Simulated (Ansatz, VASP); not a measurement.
**BP: VASP beside Ansatz**

```
B P
1.0
     0.00000    2.24538    2.24538
     2.24538    0.00000    2.24538
     2.24538    2.24538    0.00000
B P
1 1
Direct
  0.00000 0.00000 0.00000
  0.75000 0.75000 0.75000
```

Alike in both runs: functional LDA; k mesh 8 × 8 × 8; occupations gaussian, width 0.02 eV; no spin polarisation.

Ansatz relaxed the structure, and its values are those at the end. VASP's run is a single point on that final structure, the one shown.

|  | VASP | Ansatz |
| --- | --- | --- |
| version | VASP 6.6.1 | Ansatz 0.2.0 |
| potentials or method | VASP PAW LDA potentials, release 64 (B, P), cutoff 500 eV | scalar-relativistic, plane waves, PAW |
| valence electrons in the cell | 8 | 8 |

Ansatz gave:

| Item | Value |
| --- | --- |
| gap on the k mesh at the Fermi level (eV) | 1.18 |
| least direct gap on the mesh (eV) | 3.43 |
| pressure (GPa) | 0.0 |

What did VASP give for the same quantities?

gap on the k mesh at the Fermi level (eV): 1.18; least direct gap on the mesh (eV): 3.43; pressure (GPa): -0.1.

Ansatz warns that its potentials were made for another functional, while VASP's fit it. LDA's correlation is that of Perdew and Zunger in VASP and of Perdew and Wang (1992) in Ansatz.
